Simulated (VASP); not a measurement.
RbCaBr3, 5 atoms in the cell. Symmetry: Cmmm, No. 65, orthorhombic system. The conventional cell has a = 8.052 Å, b = 8.174 Å, c = 5.737 Å, α = 90.00°, β = 90.00°, γ = 90.00°. Within 5.3 Å of Rb (site symmetry mmm) lie 12 Br at 4.03 to 4.09 Å and 8 Ca at 4.94 to 4.99 Å. Ca (site symmetry mmm) has 6 Br at 2.87 Å within 3.8 Å. Br (site symmetry 2/m) has 2 Ca at 2.87 Å within 3.8 Å. Br (site symmetry mmm) has 2 Ca at 2.87 Å within 3.8 Å.  This cell differs from its parent crystal: strain +0.0150 x Voigt [0, 0, 0, 0, 0, 1].

```yaml
Program: VASP 6.6.1
Task: single point
Functional: LDA
Potentials_or_basis: VASP PAW LDA potentials, release 64 (Rb_sv, Ca_sv, Br)
Cutoff: 520 eV
k_mesh: 4 × 4 × 4
Occupations: gaussian, width 0.05 eV
Spin: no spin polarisation
Dipole_correction: no
Further_INCAR_settings: ALGO = Normal; EDIFF = 1e-06; NBANDS = 28
```

Potentials or basis: VASP PAW LDA potentials, release 64 (Rb_sv, Ca_sv, Br).

Launch:

```sh
$ cat potpaw_LDA.64/Rb_sv/POTCAR potpaw_LDA.64/Ca_sv/POTCAR potpaw_LDA.64/Br/POTCAR > POTCAR
$ mpirun -np 1 vasp_std > vasp.out
```

Hardware: 1 thread of Oxide Virtual Turin-like Processor (shared host).

**Question.** Estimate the wall time of this run.

**Answer.** It took 3.2 min on 1 thread of Oxide Virtual Turin-like Processor (shared host), peak memory 0.29 GiB. Counts: scf iterations 12, k points 21.
